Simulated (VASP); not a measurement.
# HfGe (P-6m2) in VASP: further runs

The runs below take HfGe through single point, with r2SCAN.

Everything below comes from runs of VASP 6.6.1. Logs are shortened: lines on timing, memory, paths and dates and some standing lists are left out, and cuts for length are marked.

### Step 1. The cell of the first run

It takes space group P-6m2 (No. 187, hexagonal). The conventional cell has a = 3.934 Å, b = 3.934 Å, c = 3.510 Å, α = 90.00°, β = 90.00°, γ = 120.00°. Within 3.0 Å of Hf (site symmetry -6m2) lie 3 Ge at 2.27 Å. Ge (site symmetry -6m2) has 3 Hf at 2.27 Å within 3.0 Å.

### Step 2. Single point, r2SCAN, non-collinear spin, zero start, spin-orbit coupling

POSCAR reads:

```
HfGe
1.0
    3.9335093900      0.0000000000      0.0000000000
   -1.9667546900      3.4065190500      0.0000000000
    0.0000000000      0.0000000000      3.5096193900
Hf Ge
1 1
Direct
    0.0000000000      0.0000000000      0.5000000000
    0.3333333300      0.6666666700      0.5000000000
```

INCAR.step1 reads:

```
SYSTEM = HfGe
  PREC = Accurate
  ENCUT = 520
  ISMEAR = 1
  SIGMA = 0.1
  LREAL = .False.
  LASPH = .True.
  NELM = 150
  MAGMOM = 0 0 0 0 0 0
  LSORBIT = .True.
  GGA_COMPAT = .False.
  LMAXMIX = 4
  NBANDS = 36
  GGA = PE
  ALGO = Normal
  EDIFF = 1E-4
  LWAVE = .True.
  LCHARG = .False.
```

INCAR.step2 reads:

```
SYSTEM = HfGe
  PREC = Accurate
  ENCUT = 520
  EDIFF = 1E-7
  ISMEAR = 1
  SIGMA = 0.1
  LREAL = .False.
  LASPH = .True.
  NELM = 150
  ALGO = Normal
  ISIF = 2
  LWAVE = .False.
  LCHARG = .False.
  MAGMOM = 0 0 0 0 0 0
  LORBIT = 11
  LSORBIT = .True.
  GGA_COMPAT = .False.
  LORBMOM = .True.
  LMAXMIX = 4
  METAGGA = R2SCAN
  LMIXTAU = .True.
  NBANDS = 36
  ISTART = 1
```

KPOINTS reads:

```
Automatic mesh
0
Gamma
  7 7 6
  0 0 0
```

Potentials or basis: VASP PAW PBE potentials, release 64 (Hf_pv, Ge_d).

On the command line:

```
$ cat potpaw_PBE.64/Hf_pv/POTCAR potpaw_PBE.64/Ge_d/POTCAR > POTCAR
$ cp INCAR.step1 INCAR
$ mpirun -np 1 vasp_ncl > vasp.out
$ cp INCAR.step2 INCAR
$ mpirun -np 1 vasp_ncl > vasp.out
```

OUTCAR:

```text
SYSTEM = HfGe
   PREC = Accurate
   ENCUT = 520
   EDIFF = 1E-7
   ISMEAR = 1
   LREAL = .False.
   LASPH = .True.
   NELM = 150
   ISIF = 2
   LORBIT = 11
   LSORBIT = .True.
   METAGGA = R2SCAN
   ISTART = 1

 ion  position               nearest neighbor table
   1  0.000  0.000  0.500-   2 2.27   2 2.27   2 2.27
   2  0.333  0.667  0.500-   1 2.27   1 2.27   1 2.27

  LATTYP: Found a hexagonal cell.
 ALAT       =     3.9335093900
 C/A-ratio  =     0.8922361795

  Lattice vectors:

 A1 = (   3.9335093900,   0.0000000000,   0.0000000000)
 A2 = (  -1.9667546900,   3.4065190500,   0.0000000000)
 A3 = (   0.0000000000,   0.0000000000,   3.5096193900)

Analysis of symmetry for initial positions (statically):
=====================================================================
 Subroutine PRICEL returns:
 Original cell was already a primitive cell.

 Routine SETGRP: Setting up the symmetry group for a
 hexagonal supercell.

 Subroutine GETGRP returns: Found 12 space group operations
 (whereof 12 operations were pure point group operations)
 out of a pool of 24 trial point group operations.

The static configuration has the point symmetry D_3h.

Analysis of symmetry for dynamics (positions and initial velocities):
=====================================================================
 Subroutine PRICEL returns:
 Original cell was already a primitive cell.

 Routine SETGRP: Setting up the symmetry group for a
 hexagonal supercell.

 Subroutine GETGRP returns: Found 12 space group operations
 (whereof 12 operations were pure point group operations)
 out of a pool of 24 trial point group operations.

The dynamic configuration has the point symmetry D_3h.

Analysis of structural, dynamic, and magnetic symmetry:
=====================================================================
 Subroutine PRICEL returns:
 Original cell was already a primitive cell.

 Routine SETGRP: Setting up the symmetry group for a
 hexagonal supercell.

 Subroutine GETGRP returns: Found 12 space group operations
 (whereof 12 operations were pure point group operations)
 out of a pool of 24 trial point group operations.

The overall configuration has the point symmetry D_3h.

 Subroutine INISYM returns: Found 12 space group operations
 (whereof 12 operations are pure point group operations),
 and found     1 'primitive' translations

----------------------------------------------------------------------------------------

                                     Primitive cell

  volume of cell :      47.0274

  direct lattice vectors                    reciprocal lattice vectors
     3.933509390  0.000000000  0.000000000     0.254225909  0.146777397  0.000000000
    -1.966754690  3.406519050  0.000000000     0.000000000  0.293554795  0.000000000
     0.000000000  0.000000000  3.509619390     0.000000000  0.000000000  0.284931182

  length of vectors
     3.933509390  3.933509381  3.509619390     0.293554794  0.293554795  0.284931182

  position of ions in fractional coordinates (direct lattice)
     0.000000000  0.000000000  0.500000000
     0.333333330  0.666666670  0.500000000

  ion indices of the primitive-cell ions
   primitive index   ion index
                 1           1
                 2           2

----------------------------------------------------------------------------------------

 KPOINTS: Automatic mesh

Automatic generation of k-mesh.
 Grid dimensions read from file:
 generate k-points for:    7    7    6

 Generating k-lattice:

  Cartesian coordinates                     Fractional coordinates (reciprocal lattice)
     0.036317987  0.020968200  0.000000000     0.142857143 -0.000000000  0.000000000
[... 91 lines left out ...]
  energy-cutoff  :      520.00
  volume of cell :       47.03
 maximum number of plane-waves:      2582
 NGX is ok and might be reduce to    30
   NGX = 15   NGY = 15   NGZ = 13

 number of electron      23.9999994 magnetization      -0.0000000     -0.0000000     -0.0000000

 number of electron      23.9999994 magnetization       0.0000000      0.0000000      0.0000000

 number of electron      23.9999994 magnetization      -0.0000000      0.0000000      0.0000000

 number of electron      23.9999994 magnetization      -0.0000000     -0.0000000      0.0000000

 Free energy of the ion-electron system (eV)
  ---------------------------------------------------
  ext. energy  EPLUGINS =         0.00000000
  ---------------------------------------------------
  free energy    TOTEN  =       -55.83254637 eV

  energy without entropy =      -55.83060031  energy(sigma->0) =      -55.83189768

 E-fermi :   3.8908     XC(G=0): -10.9653

 val. band max:        3.8747340922   @ k =   0.4286   0.1429   0.3333
 cond. band min:       3.8959004144   @ k =   0.4286   0.0000   0.3333
 fundamental gap:      0.0211663222
 Fermi energy:         3.8908106588

 k-point     1 :       0.0000    0.0000    0.0000
  band No.  band energies     occupation
      1     -32.6236      1.00000
      2     -32.6236      1.00000
      3     -25.8664      1.00000
      4     -25.8664      1.00000
      5     -25.6728      1.00000
      6     -25.6728      1.00000
[... 925 lines left out ...]
     35      13.6196      0.00000
     36      13.7961      0.00000

 [... further k-points ...]
[... 5 lines left out ...]
  --------------------------------------------------------------------------------------
  -------------------------------------------------------------------------------------
  Total       17.4732336     17.4732335     -2.7929789      0.0000000      0.0000000      0.0000000
  in kB      595.2958177    595.2958150    -95.1540351      0.0000009      0.0000000      0.0000000
  external PRESSURE =     365.1458658 kB  Pullay stress =       0.0000000 kB

 VOLUME and BASIS-vectors are now :
 -----------------------------------------------------------------------------
  energy-cutoff  :      520.00
  volume of cell :       47.03
      direct lattice vectors                 reciprocal lattice vectors
     3.933509390  0.000000000  0.000000000     0.254225909  0.146777397  0.000000000
    -1.966754690  3.406519050  0.000000000     0.000000000  0.293554795  0.000000000
     0.000000000  0.000000000  3.509619390     0.000000000  0.000000000  0.284931182

 POSITION                                       TOTAL-FORCE (eV/Angst)
 -----------------------------------------------------------------------------------
      0.00000      0.00000      1.75481        -0.000000      0.000000      0.000000
     -0.00000      2.27101      1.75481         0.000000     -0.000000      0.000000
 -----------------------------------------------------------------------------------
    total drift:                                0.000013     -0.000007     -0.000000

  FREE ENERGIE OF THE ION-ELECTRON SYSTEM (eV)
  ---------------------------------------------------
  free  energy   TOTEN  =       -55.8325463669 eV

  energy  without entropy=      -55.8306003087  energy(sigma->0) =      -55.83189768

 orbital moment (x)

 # of ion     p       d       tot
 ----------------------------------------
  1         0.000  -0.000   0.000
  2        -0.000  -0.000  -0.000
 ----------------------------------------
            0.000  -0.000   0.000

 orbital moment (y)

 # of ion     p       d       tot
 ----------------------------------------
  1         0.000   0.000   0.000
  2         0.000   0.000   0.000
 ----------------------------------------
            0.000   0.000   0.000

 orbital moment (z)

 # of ion     p       d       tot
 ----------------------------------------
  1         0.000  -0.000  -0.000
  2         0.000  -0.000   0.000
 ----------------------------------------
            0.000  -0.000  -0.000

 Spin-Orbit-Coupling matrix elements

 Ion:    1  E_soc:     -1.3660964
 l=   1
     0.0000000    -0.2161049    -0.2165845
    -0.2161049     0.0000000    -0.2161049
    -0.2165845    -0.2161049     0.0000000
 l=   2
     0.0000000    -0.0021279     0.0000000    -0.0021279    -0.0088030
    -0.0021279     0.0000000    -0.0079816    -0.0009762    -0.0021279
     0.0000000    -0.0079816     0.0000000    -0.0079816     0.0000000
    -0.0021279    -0.0009762    -0.0079816     0.0000000    -0.0021279
    -0.0088030    -0.0021279     0.0000000    -0.0021279     0.0000000
 l=   3
     0.0000000     0.0000000     0.0000000     0.0000000     0.0000000     0.0000000     0.0000000
     0.0000000     0.0000000     0.0000000     0.0000000     0.0000000     0.0000000     0.0000000
     0.0000000     0.0000000     0.0000000     0.0000000     0.0000000     0.0000000     0.0000000
     0.0000000     0.0000000     0.0000000     0.0000000     0.0000000     0.0000000     0.0000000
     0.0000000     0.0000000     0.0000000     0.0000000     0.0000000     0.0000000     0.0000000
     0.0000000     0.0000000     0.0000000     0.0000000     0.0000000     0.0000000     0.0000000
     0.0000000     0.0000000     0.0000000     0.0000000     0.0000000     0.0000000     0.0000000

 Ion:    2  E_soc:     -0.0187601
 l=   1
     0.0000000    -0.0016428    -0.0030521
    -0.0016428     0.0000000    -0.0016428
    -0.0030521    -0.0016428     0.0000000
 l=   2
     0.0000000    -0.0002031     0.0000000    -0.0002031    -0.0008722
    -0.0002031     0.0000000    -0.0005812    -0.0001953    -0.0002031
     0.0000000    -0.0005812     0.0000000    -0.0005812     0.0000000
    -0.0002031    -0.0001953    -0.0005812     0.0000000    -0.0002031
    -0.0008722    -0.0002031     0.0000000    -0.0002031     0.0000000
 l=   3
     0.0000000     0.0000000     0.0000000     0.0000000     0.0000000     0.0000000     0.0000000
     0.0000000     0.0000000     0.0000000     0.0000000     0.0000000     0.0000000     0.0000000
     0.0000000     0.0000000     0.0000000     0.0000000     0.0000000     0.0000000     0.0000000
     0.0000000     0.0000000     0.0000000     0.0000000     0.0000000     0.0000000     0.0000000
     0.0000000     0.0000000     0.0000000     0.0000000     0.0000000     0.0000000     0.0000000
     0.0000000     0.0000000     0.0000000     0.0000000     0.0000000     0.0000000     0.0000000
     0.0000000     0.0000000     0.0000000     0.0000000     0.0000000     0.0000000     0.0000000

 total charge

# of ion       s       p       d       tot
------------------------------------------
    1        0.420   6.566   1.889   8.875
    2        1.258   1.651  10.006  12.915
--------------------------------------------------
tot          1.678   8.217  11.895  21.789

 magnetization (x)

# of ion       s       p       d       tot
------------------------------------------
    1       -0.000   0.000  -0.000  -0.000
    2        0.000  -0.000   0.000  -0.000
--------------------------------------------------
tot         -0.000  -0.000  -0.000  -0.000

 magnetization (y)

# of ion       s       p       d       tot
------------------------------------------
    1        0.000   0.000   0.000   0.000
    2        0.000   0.000   0.000   0.000
--------------------------------------------------
tot          0.000   0.000   0.000   0.000

 magnetization (z)

# of ion       s       p       d       tot
------------------------------------------
    1        0.000   0.000  -0.000  -0.000
    2       -0.000   0.000   0.000   0.000
--------------------------------------------------
tot          0.000   0.000  -0.000   0.000
```

It took 16 min on 1 thread of Oxide Virtual Turin-like, shared host; peak memory 0.35 GiB.

What came out:

```
Free energy                                           : -55.8325 eV
Pressure                                              : 36.5 GPa
Net moment                                            : 0.00 μB per cell
Valence electrons inside the program's atomic spheres : Hf 8.88; Ge 12.91
```

Moments on the atoms (μB; x, y, z):
```
Hf  0.00 0.00 0.00
Ge  0.00 0.00 0.00
```

Caveat: the stress differs along the axes, from -10 to 60 GPa; the PAW data sets were made with another functional, which shifts forces and pressure a little.

### Step 3. Single point, r2SCAN, non-collinear spin, zero start, spin-orbit coupling

POSCAR is that of step 2.

INCAR.step1 reads:

```
ALGO     = Normal         # electronic algorithm
EDIFF    = 1E-4           # SCF threshold, eV
ENCUT    = 520            # plane-wave cutoff, eV
GGA      = PE             # functional
GGA_COMPAT= False        
ISMEAR   = 1              # smearing method
LASPH    = True           # aspherical terms in the spheres
LCHARG   = False          # write CHGCAR
LMAXMIX  = 4              # l up to which the mixer works
LREAL    = False          # projectors in reciprocal space
LSORBIT  = True           # spin-orbit coupling
LWAVE    = True           # write WAVECAR
MAGMOM   = 0 0 0 0 0 0    # initial moments
NBANDS   = 36             # bands
NELM     = 150            # most SCF steps
PREC     = Accurate       # precision mode
SIGMA    = 0.1            # smearing width, eV
```

INCAR.step2 reads:

```
ALGO     = Normal         # electronic algorithm
EDIFF    = 1E-6           # SCF threshold, eV
ENCUT    = 520            # plane-wave cutoff, eV
GGA_COMPAT= False        
ISIF     = 2              # what is computed and relaxed
ISMEAR   = 1              # smearing method
ISTART   = 1            
LASPH    = True           # aspherical terms in the spheres
LCHARG   = False          # write CHGCAR
LMAXMIX  = 4              # l up to which the mixer works
LMIXTAU  = True         
LORBIT   = 11             # projections on sites
LORBMOM  = True         
LREAL    = False          # projectors in reciprocal space
LSORBIT  = True           # spin-orbit coupling
LWAVE    = False          # write WAVECAR
MAGMOM   = 0 0 0 0 0 0    # initial moments
METAGGA  = R2SCAN         # meta-GGA
NBANDS   = 36             # bands
NELM     = 150            # most SCF steps
PREC     = Accurate       # precision mode
SIGMA    = 0.1            # smearing width, eV
```

KPOINTS reads:

```
k-points
0
Gamma
  7 7 6
```

Potentials or basis: VASP PAW PBE potentials, release 64 (Hf_pv, Ge_d).

On the command line:

```
$ cat potpaw_PBE.64/Hf_pv/POTCAR potpaw_PBE.64/Ge_d/POTCAR > POTCAR
$ cp INCAR.step1 INCAR
$ mpirun -np 1 vasp_ncl > vasp.out
$ cp INCAR.step2 INCAR
$ mpirun -np 1 vasp_ncl > vasp.out
```

It took 16 min on 1 thread of Oxide Virtual Turin-like, shared host; peak memory 0.35 GiB.

Results (log left out):

```
Free energy                                           : -55.8325 eV
Pressure                                              : 36.5 GPa
Net moment                                            : 0.00 μB per cell
Valence electrons inside the program's atomic spheres : Hf 8.88; Ge 12.91
```

Stress tensor (GPa, compression positive):
```
59.53  0.00  0.00
 0.00 59.53  0.00
 0.00  0.00 -9.51
```

Moments on the atoms (μB; x, y, z):
```
Hf  0.00 0.00 0.00
Ge  0.00 0.00 0.00
```

Caveat: the stress differs along the axes, from -10 to 60 GPa; the PAW data sets were made with another functional, which shifts forces and pressure a little.
